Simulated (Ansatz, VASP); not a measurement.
AlAs: VASP beside Ansatz

Contents of INCAR:

```
PREC = Accurate
ENCUT = 500
EDIFF = 1E-6
ISMEAR = 0
SIGMA = 0.02
LREAL = False
LASPH = True
NELM = 120
ALGO = Normal
ISIF = 2
LWAVE = False
LCHARG = True
GGA = PE
LELF = True
LVHAR = True
NBANDS = 11
GGA_COMPAT = False
```

KPOINTS

```
regular mesh
0
Gamma
  12 12 12
```

The input POSCAR:

```
AlAs
1.0
    0.0000000000      2.8304000000      2.8304000000
    2.8304000000      0.0000000000      2.8304000000
    2.8304000000      2.8304000000      0.0000000000
Al As
1 1
Direct
    0.0000000000      0.0000000000      0.0000000000
    0.2500000000      0.2500000000      0.2500000000
```

Input for Ansatz:

```yaml
crystal:
  lattice:
    - [0.0, 2.8304, 2.8304]
    - [2.8304, 0.0, 2.8304]
    - [2.8304, 2.8304, 0.0]
  atoms:
    - { symbol: Al, position: [0.0, 0.0, 0.0] }
    - { symbol: As, position: [0.25, 0.25, 0.25] }
basis:
  ecutwfc: 420
kpoints:
  mp_grid: { grid: [12, 12, 12] }
hamiltonian:
  xc: pbe
scf:
  occupations: { method: gaussian, width: 0.02 }
output:
  forces: true
  stress: true
  eigenvalues: true
```

Alike in both runs: task single point; functional PBE; k mesh 12 × 12 × 12; occupations gaussian, width 0.02 eV; no spin polarisation.

```csv
,VASP,Ansatz
version,VASP 6.6.1,Ansatz 0.2.0
potentials or method,"VASP PAW PBE potentials, release 64 (Al, As), cutoff 500 eV","scalar-relativistic, plane waves, PAW"
valence electrons in the cell,8,18
```

```csv
,VASP,Ansatz,Ansatz less VASP
gap on the k mesh at the Fermi level (eV),1.44,1.45,+0.010
least direct gap on the mesh (eV),2.06,2.05,-0.007
pressure (GPa),2.8,2.6,-0.18
```

The functional is the same, so the differences come from potentials, cutoffs and numerics. VASP's potentials hold 8 valence electrons a cell and Ansatz's 18, so a difference there can come from the potentials and not from the codes.
